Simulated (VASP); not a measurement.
**BAs (zincblende type): single point with PBE**

Crystal: BAs (zincblende type).

```
CELL_PARAMETERS angstrom
0.00000 2.30435 2.30435
2.30435 0.00000 2.30435
2.30435 2.30435 0.00000
ATOMIC_POSITIONS crystal
B 0.00000 0.00000 0.00000
As 0.25000 0.25000 0.25000
```

This cell differs from its parent crystal: volume scaled by 0.88.

```yaml
Program: VASP 6.6.1
Task: single point
Functional: PBE
Potentials_or_basis: VASP PAW PBE potentials, release 64 (B, As)
Cutoff: 520 eV
k_mesh: 14 × 14 × 14
Occupations: fermi-dirac, width 0.08 eV
Spin: no spin polarisation
```

The pressure is 22.9 GPa and the band gap on the k mesh is 1.07 eV, indirect (least direct gap 3.42 eV).

Levels at points of the mesh, in eV from the valence-band top:
```tsv
k point	band 1	band 2	band 3	band 4	band 5	band 6	band 7	band 8
(0.00, 0.00, 0.00)	-16.43	0.00	0.00	0.00	3.42	3.42	3.42	6.09
(0.50, 0.00, 0.00)	-13.15	-9.62	-2.01	-2.01	3.35	4.90	4.90	9.05
(0.50, 0.50, 0.00)	-11.66	-9.16	-4.55	-4.55	1.27	1.34	12.43	12.43
```

It took 40 s on 1 thread of AMD EPYC 7R13, on a shared host, peak memory 0.13 GiB.

 A k mesh can miss the band edges.
